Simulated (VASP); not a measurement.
Crystal: Pb.

```xyz
1
Lattice="-1.9797 1.9797 1.9797 1.9797 -1.9797 1.9797 1.9797 1.9797 -1.9797" Properties=species:S:1:pos:R:3 pbc="T T T"
Pb    0.0000    0.0000    0.0000
```

| Item | Value |
| --- | --- |
| Program | VASP 6.6.1 |
| Task | relaxation of cell and atoms |
| Functional | BLYP |
| Potentials or basis | VASP PAW PBE potentials, release 64 (Pb_d) |
| Cutoff | 600 eV |
| k mesh | 9 × 9 × 9 |
| Occupations | fermi-dirac, width 0.05 eV |
| Spin | no spin polarisation |

At the start: pressure 4.5 GPa; volume 31.03 Å³/atom.

Question: How do energy, volume and symmetry change on relaxing?

Answer: Over 3 steps the energy falls by 49.6 meV/atom and the volume is 35.03 Å³/atom (+12.9 %); space group Im-3m (No. 229, to 0.05 Å).

Step by step:
```tsv
step	energy change (eV)	largest force (eV/Å)	pressure (GPa)	volume (Å³)
1	0.0000	0.0000	4.50	31.03
2	-0.0496	0.0000	-0.06	35.12
3	-0.0496	0.0000	-0.02	35.03
```

Final structure:
```yaml
crystal:
  lattice:
    - [-2.06124, 2.06124, 2.06124]
    - [2.06124, -2.06124, 2.06124]
    - [2.06124, 2.06124, -2.06124]
  atoms:
    - { symbol: Pb, position: [0.00000, 0.00000, 0.00000] }
```

Caveat: the PAW data sets were made with another functional, which shifts forces and pressure a little.
